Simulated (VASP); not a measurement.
Set up this calculation in VASP 6.6.1, as the native input.

```yaml
Task: single point
Functional: PBE
Potentials_or_basis: VASP PAW PBE potentials, release 64 (Rb_sv, Zn)
Cutoff: 520 eV
k_mesh: 8 × 8 × 6
Occupations: gaussian, width 0.1 eV
Spin: no spin polarisation
Dipole_correction: no
Further_INCAR_settings: ALGO = Normal; EDIFF = 1e-06; NBANDS = 42
```

The structure of RbZn2 lies in POSCAR:

```
RbZn2
1.0
    4.7047705688      0.0000000000      0.0000000000
    0.0000000000      4.7047705688      0.0000000000
    0.0000000000      0.0000000000      8.9605197978
Rb Zn
2 4
Direct
    0.0000000000      0.5000000000      0.6858101627
    0.5000000000      0.0000000000      0.3141898373
    0.0000000000      0.0000000000      0.0000000000
    0.5000000000      0.5000000000      0.0000000000
    0.0000000000      0.5000000000      0.1263172651
    0.5000000000      0.0000000000      0.8736827349
```

The input as run:

INCAR

```
SYSTEM = RbZn2
PREC = Accurate
ENCUT = 520
EDIFF = 1E-6
ISMEAR = 0
SIGMA = 0.1
LREAL = .False.
LASPH = .True.
NELM = 100
ALGO = Normal
ISIF = 2
LWAVE = .False.
LCHARG = .False.
GGA = PE
NBANDS = 42
```

KPOINTS

```
regular mesh
0
Gamma
  8 8 6
  0 0 0
```

Potentials or basis: VASP PAW PBE potentials, release 64 (Rb_sv, Zn).

Run with:

```console
$ cat potpaw_PBE.64/Rb_sv/POTCAR potpaw_PBE.64/Zn/POTCAR > POTCAR
$ mpirun -np 1 vasp_std > vasp.out
```

Results of the run:

- Pressure: 0.1 GPa
- Largest force: 0.015 eV/Å
- Band gap on the k mesh: zero (band 33 reaches 2.11 eV, above the bottom of band 34 at 0.62 eV)

Wall time 3 min on 1 thread of Intel(R) Xeon(R) 6975P-C (Granite Rapids), on a shared host, peak memory 0.53 GiB.
